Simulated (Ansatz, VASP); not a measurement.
Si2B3: VASP beside Ansatz

```
Si B
1.0
     4.38656    0.00000    0.00000
     0.00000    4.38656    0.00000
     0.00000    0.00000    4.65863
Si B
2 3
Direct
  0.00000 0.50000 0.50000
  0.50000 0.00000 0.50000
  0.50000 0.50000 0.83136
  0.50000 0.50000 0.16864
  0.50000 0.50000 0.50000
```

Alike in both runs: functional PBE; k mesh 4 × 4 × 4; occupations gaussian, width 0.2 eV; no spin polarisation.

Ansatz relaxed the structure, and its values are those at the end. VASP's run is a single point on that final structure, the one shown.

|  | VASP | Ansatz |
| --- | --- | --- |
| version | VASP 6.6.1 | Ansatz 0.2.0 |
| potentials or method | VASP PAW PBE potentials, release 64 (Si, B), cutoff 500 eV | scalar-relativistic, plane waves, PAW |
| valence electrons in the cell | 17 | 17 |

|  | VASP | Ansatz | Ansatz less VASP |
| --- | --- | --- | --- |
| gap on the k mesh at the Fermi level (eV) | none | none | - |
| pressure (GPa) | 0.6 | 0.6 | +0.01 |
| rms of the force components (eV/Å) | 0.008 | 0.011 | +0.0030 |

A gap of «none» marks a metal or a gap that the smearing closes.
